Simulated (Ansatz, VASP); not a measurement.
**Nb2Ga3C3 in VASP and in Ansatz**

The input INCAR:

```
ALGO     = Normal         # electronic algorithm
EDIFF    = 1E-6           # SCF threshold, eV
ENCUT    = 520            # plane-wave cutoff, eV
GGA      = PE             # functional
ISIF     = 2              # what is computed and relaxed
ISMEAR   = 0              # smearing method
ISPIN    = 2              # spin polarisation
LASPH    = T              # aspherical terms in the spheres
LCHARG   = F              # write CHGCAR
LMAXMIX  = 4              # l up to which the mixer works
LORBIT   = 11             # projections on sites
LREAL    = F              # projectors in reciprocal space
LWAVE    = F              # write WAVECAR
MAGMOM   = 1 1 0 0 0 0 0 0 # initial moments
NBANDS   = 52             # bands
NELM     = 150            # most SCF steps
PREC     = Accurate       # precision mode
SIGMA    = 0.1            # smearing width, eV
```

File KPOINTS:

```
k-points
0
Gamma
  4 4 4
```

POSCAR

```
Nb2Ga3C3
1.0
    4.8681268583      0.0000000000      0.0000000000
    0.0000000000      4.8681268583      0.0000000000
    0.0000000000      0.0000000000      4.8681268583
Nb Ga C
2 3 3
Direct
    0.5000000000      0.5000000000      0.5000000000
    0.0000000000      0.0000000000      0.0000000000
    0.0000000000      0.5000000000      0.5000000000
    0.5000000000      0.0000000000      0.5000000000
    0.5000000000      0.5000000000      0.0000000000
    0.5000000000      0.0000000000      0.0000000000
    0.0000000000      0.5000000000      0.0000000000
    0.0000000000      0.0000000000      0.5000000000
```

Input for Ansatz:

```yaml
crystal:
  lattice:
    - [4.8681268583, 0.0, 0.0]
    - [0.0, 4.8681268583, 0.0]
    - [0.0, 0.0, 4.8681268583]
  atoms:
    - { symbol: Nb, position: [0.5, 0.5, 0.5], spin: 1.0 }
    - { symbol: Nb, position: [0.0, 0.0, 0.0], spin: 1.0 }
    - { symbol: Ga, position: [0.0, 0.5, 0.5] }
    - { symbol: Ga, position: [0.5, 0.0, 0.5] }
    - { symbol: Ga, position: [0.5, 0.5, 0.0] }
    - { symbol: C, position: [0.5, 0.0, 0.0] }
    - { symbol: C, position: [0.0, 0.5, 0.0] }
    - { symbol: C, position: [0.0, 0.0, 0.5] }
basis:
  ecutwfc: 420
kpoints:
  mp_grid: { grid: [4, 4, 4] }
hamiltonian:
  xc: pbe
scf:
  occupations: { method: gaussian, width: 0.1 }
  lower_state_search: "off"
output:
  forces: true
  stress: true
  eigenvalues: true
  populations: true
magnetization:
  spin_polarized: true
```

Alike in both runs: task single point; functional PBE; k mesh 4 × 4 × 4; occupations gaussian, width 0.1 eV; collinear spin.

```csv
,VASP,Ansatz
version,VASP 6.6.1,Ansatz 0.2.0
potentials or method,"VASP PAW PBE potentials, release 64 (Nb_sv, Ga_d, C), cutoff 520 eV","scalar-relativistic, plane waves, PAW"
valence electrons in the cell,77,77
```

```tsv
	VASP	Ansatz	Ansatz less VASP
gap on the k mesh at the Fermi level (eV)	none	none	-
pressure (GPa)	0.0	-0.1	-0.14
net moment per atom (μB)	0.00	0.00	-0.001
```

A gap of «none» marks a metal or a gap that the smearing closes. Ansatz's warnings: seeded moment not kept.
